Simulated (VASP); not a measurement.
A run of VASP 6.6.1 is set up as follows.

INCAR

```
PREC = Accurate ; ENCUT = 520
EDIFF = 1E-6 ; ISMEAR = 0
SIGMA = 0.1 ; LREAL = F
LASPH = T ; NELM = 80
ALGO = Normal ; ISIF = 2
LWAVE = F ; LCHARG = F
GGA = PE ; NBANDS = 24
```

KPOINTS

```
Automatic mesh
0
Gamma
  4 4 4
```

The input POSCAR:

```
K3C
1.0
   -2.6587585700      2.6587585700      5.3531901300
    2.6587585700     -2.6587585700      5.3531901300
    2.6587585700      2.6587585700     -5.3531901300
K C
3 1
Direct
    0.7500000000      0.2500000000      0.5000000000
    0.2500000000      0.7500000000      0.5000000000
    0.5000000000      0.5000000000      0.0000000000
    0.0000000000      0.0000000000      0.0000000000
```

Potentials or basis: VASP PAW PBE potentials, release 64 (K_sv, C).

The run is started by

```sh
$ cat potpaw_PBE.64/K_sv/POTCAR potpaw_PBE.64/C/POTCAR > POTCAR
$ mpirun -np 1 vasp_std > vasp.out
```

Question: What does it give for the pressure?

Answer: -1.2 GPa.

Stress tensor (GPa, compression positive):
```
-0.90  0.00  0.00
 0.00 -0.90  0.00
 0.00  0.00 -1.68
```

Caveat: the k points lie up to 0.42 Å⁻¹ apart.
